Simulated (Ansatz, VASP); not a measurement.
**Mn: VASP beside Ansatz**

The input INCAR:

```
  ALGO = Normal
  EDIFF = 1E-6
  EDIFFG = -0.01
  ENCUT = 600
  GGA = CA
  IBRION = 2
  ISIF = 3
  ISMEAR = -1
  LASPH = T
  LCHARG = F
  LREAL = F
  LWAVE = F
  NELM = 80
  NSW = 80
  PREC = Accurate
  SIGMA = 0.1
```

Contents of KPOINTS:

```
k-points
0
Gamma
  13 13 13
```

Contents of POSCAR:

```
Mn
1.0
    2.3324620846      0.0000000000      0.0000000000
    0.0000000000      2.3324620846      0.0000000000
    0.0000000000      0.0000000000      2.3324620846
Mn
1
Direct
    0.0000000000      0.0000000000      0.0000000000
```

Input for Ansatz:

```yaml
crystal:
  lattice:
    - [2.3324620846, 0.0, 0.0]
    - [0.0, 2.3324620846, 0.0]
    - [0.0, 0.0, 2.3324620846]
  atoms:
    - { symbol: Mn, position: [0.0, 0.0, 0.0] }
hamiltonian:
  xc: lda
  pseudopotentials:
    kind: paw
    azcp:
      Mn: "pseudopotentials/Mn.paw.azcp"
basis:
  ecutwfc: 420
  fft_grid_basis: typed
kpoints:
  mp_grid: { grid: [13, 13, 13], shift: [0, 0, 0] }
magnetization:
  spin_polarized: false
scf:
  occupations: { method: fermi_dirac, width: 0.1 }
relax:
  max_steps: 60
  f_tol: 0.01
  cell: {}
```

Alike in both runs: task relaxation of cell and atoms; functional LDA; k mesh 13 × 13 × 13; occupations fermi-dirac, width 0.1 eV; no spin polarisation.

|  | VASP | Ansatz |
| --- | --- | --- |
| version | VASP 6.6.1 | Ansatz 0.2.0 |
| potentials or method | VASP PAW LDA potentials, release 64 (Mn_pv), cutoff 600 eV | plane waves (420 eV) with PAW, scalar-relativistic |
| valence electrons in the cell | 13 | 15 |

```tsv
	VASP	Ansatz	Ansatz less VASP
relaxed volume (Å³/atom)	11.12	11.09	-0.031
relaxed cell length with the largest relative difference (Å)	2.232	2.230	-0.0021
```

Ansatz warns that its potentials were made for another functional, while VASP's fit it. LDA's correlation is that of Perdew and Zunger in VASP and of Perdew and Wang (1992) in Ansatz. VASP's potentials hold 13 valence electrons a cell and Ansatz's 15, so a difference there can come from the potentials and not from the codes.
